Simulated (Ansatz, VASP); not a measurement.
**Two plane-wave programs on Sc3W**

```
CELL_PARAMETERS angstrom
6.22733 0.00000 0.00000
-3.11366 5.39303 0.00000
0.00000 0.00000 4.94050
ATOMIC_POSITIONS crystal
Sc 0.17042 0.34084 0.25000
Sc 0.65916 0.82958 0.25000
Sc 0.17042 0.82958 0.25000
Sc 0.82958 0.65916 0.75000
Sc 0.34084 0.17042 0.75000
Sc 0.82958 0.17042 0.75000
W 0.33333 0.66667 0.75000
W 0.66667 0.33333 0.25000
```

Change from the starting cell: species swapped into the TcIr3 type (P6_3/mmc, No. 194).

Alike in both runs: functional PBE; k mesh 6 × 6 × 8; occupations gaussian, width 0.1 eV; no spin polarisation.

Ansatz relaxed the structure, and its values are those at the end. VASP's run is a single point on that final structure, the one shown.

|  | VASP | Ansatz |
| --- | --- | --- |
| version | VASP 6.6.1 | Ansatz 0.2.0 |
| potentials or method | VASP PAW PBE potentials, release 64 (Sc_sv, W_sv), cutoff 520 eV | scalar-relativistic, plane waves, PAW |
| valence electrons in the cell | 94 | 94 |

VASP gave:

* gap on the k mesh at the Fermi level (eV): none
* pressure (GPa): 0.1

Task: Estimate Ansatz's values.

Result: gap on the k mesh at the Fermi level (eV): none; pressure (GPa): 0.0.

A gap of «none» marks a metal or a gap that the smearing closes. The functional is the same, so the differences come from potentials, cutoffs and numerics.

Neither program's run includes spin-orbit coupling.
